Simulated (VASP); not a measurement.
Write the native input for VASP 6.6.1 that does the following.

```
Task                   : single point
Functional             : PBEsol
Potentials or basis    : VASP PAW PBE potentials, release 64 (Ti_sv, Co)
Cutoff                 : 520 eV
k mesh                 : 12 × 12 × 12
Occupations            : gaussian, width 0.1 eV
Spin                   : collinear spin, ferromagnetic start
Starting moments       : [0.0, 0.3, 0.3, 0.3] μB
Dipole correction      : no
Further INCAR settings : ALGO = Normal; EDIFF = 1e-07; NBANDS = 32
```

The structure of TiCo3 lies in POSCAR:

```
TiCo3
1.0
    3.4563635693      0.0000000000      0.0000000000
    0.0000000000      3.4563635693      0.0000000000
    0.0000000000      0.0000000000      3.4563635693
Ti Co
1 3
Direct
    0.0000000000      0.0000000000      0.0000000000
    0.0000000000      0.5000000000      0.5000000000
    0.5000000000      0.0000000000      0.5000000000
    0.5000000000      0.5000000000      0.0000000000
```

This cell differs from its parent crystal: volume scaled by 0.94.

These files were run (other wordings do the same):

INCAR

```
PREC = Accurate
ENCUT = 520
EDIFF = 1E-7
ISMEAR = 0
SIGMA = 0.1
LREAL = False
LASPH = True
NELM = 150
ALGO = Normal
ISIF = 2
LWAVE = False
LCHARG = False
ISPIN = 2
MAGMOM = 0 0.3 0.3 0.3
LORBIT = 11
LMAXMIX = 4
GGA = PS
NBANDS = 32
```

KPOINTS

```
regular mesh
0
Gamma
  12 12 12
```

Potentials or basis: VASP PAW PBE potentials, release 64 (Ti_sv, Co).

Run with:

```bash
$ cat potpaw_PBE.64/Ti_sv/POTCAR potpaw_PBE.64/Co/POTCAR > POTCAR
$ mpirun -np 1 vasp_std > vasp.out
```

Results of the run:

* Pressure: 15.7 GPa
* Net moment: 0.19 μB per cell
* Site moments: Ti -0.02; Co +0.07 μB
* Valence electrons inside the program's atomic spheres: Ti 10.62; Co 8.57

Caveat: the PAW data sets were made with another functional, which shifts forces and pressure a little.

Wall time 3.6 min on 1 thread of Oxide Virtual Turin-like Processor, on a shared host, peak memory 0.26 GiB.
